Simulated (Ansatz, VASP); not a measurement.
One calculation of ZnSe, two programs

```
CELL_PARAMETERS angstrom
0.00000 2.59892 2.59892
2.59892 0.00000 2.59892
2.59892 2.59892 0.00000
ATOMIC_POSITIONS crystal
Se 0.00000 0.00000 0.00000
Zn 0.50000 0.50000 0.50000
```

Alike in both runs: task single point; functional PBEsol; k mesh 12 × 12 × 12; occupations gaussian, width 0.05 eV; no spin polarisation.

```csv
,VASP,Ansatz
version,VASP 6.6.1,Ansatz 0.2.0
potentials or method,"VASP PAW PBE potentials, release 64 (Se, Zn), cutoff 520 eV","scalar-relativistic, plane waves, PAW"
valence electrons in the cell,18,28
```

```csv
,VASP,Ansatz,Ansatz less VASP
gap on the k mesh at the Fermi level (eV),none,none,-
pressure (GPa),4.1,3.8,-0.36
```

VASP's potentials were made for PBE, not for PBEsol. A gap of «none» marks a metal or a gap that the smearing closes. VASP's potentials hold 18 valence electrons a cell and Ansatz's 28, so a difference there can come from the potentials and not from the codes.
